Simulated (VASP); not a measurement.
The system is CuO.

```
CELL_PARAMETERS angstrom
4.16094 0.00000 0.00000
0.00000 4.16094 0.00000
0.00000 0.00000 3.88764
ATOMIC_POSITIONS crystal
Cu 0.50000 0.00000 0.50000
Cu 0.00000 0.50000 0.50000
Cu 0.00000 0.00000 0.00000
O 0.00000 0.00000 0.50000
O 0.50000 0.00000 0.00000
O 0.00000 0.50000 0.00000
```

Base run:

```yaml
Program: VASP 6.6.1
Functional: PBE
Potentials_or_basis: VASP PAW PBE potentials, release 64 (Cu_sv_GW, O)
Cutoff: 700 eV
k_mesh: 7 × 7 × 7
Occupations: fermi-dirac, width 0.05 eV
Spin: no spin polarisation
```

Its results: pressure -1.3 GPa.

**Question.** The run is repeated on the same cell with these changes: functional from PBE to PBEsol. What comes out?

**Answer.** Pressure -8.2 GPa.

PBEsol binds more tightly than PBE, so the same cell stands under less pressure.

Caveats: an odd number of electrons without spin polarisation forces a metal; a magnetic or distorted state may lie lower; the PAW data sets were made with another functional, which shifts forces and pressure a little (some runs).
